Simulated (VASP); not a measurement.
**Lu: single point with PBEsol**

Lu:

```
Lu
1.0
    -1.59314    1.59314    1.59314
     1.59314   -1.59314    1.59314
     1.59314    1.59314   -1.59314
Lu
1
Direct
  0.00000 0.00000 0.00000
```

This isn't the form of Lu at room conditions, which is hcp.

- Program: VASP 6.6.1
- Task: single point
- Functional: PBEsol
- Potentials or basis: VASP PAW PBE potentials, release 64 (Lu)
- Cutoff: 520 eV
- k mesh: 16 × 16 × 16
- Occupations: fermi-dirac, width 0.05 eV
- Spin: no spin polarisation

The pressure is 61.5 GPa. The band gap on the k mesh is zero (an odd number of electrons rules out a gap without spin polarisation).

Levels at points of the mesh, in eV from the Fermi level:
| k point | band 9 | band 10 | band 11 | band 12 | band 13 | band 14 | band 15 | band 16 | band 17 | band 18 |
| --- | --- | --- | --- | --- | --- | --- | --- | --- | --- | --- |
| (0.00, 0.00, 0.00) | -4.36 | -4.36 | -4.36 | -4.26 | 2.74 | 2.74 | 2.74 | 6.64 | 6.64 | 15.48 |
| (0.50, 0.00, 0.00) | -4.38 | -4.38 | -4.32 | -3.92 | -0.50 | 4.31 | 6.95 | 8.44 | 12.78 | 12.87 |
| (0.50, 0.50, 0.50) | -4.33 | -4.33 | -4.33 | -3.87 | -3.87 | 11.27 | 11.27 | 11.27 | 11.74 | 11.74 |

Run time: 30 s on 1 thread of Intel(R) Xeon(R) Platinum 8488C (Sapphire Rapids), with other jobs on the host, peak memory 0.19 GiB.

Caveat: the cell stands under pressure; the PAW data sets were made with another functional, which shifts forces and pressure a little; spin-orbit coupling is left out, which moves the levels of the heavy elements.
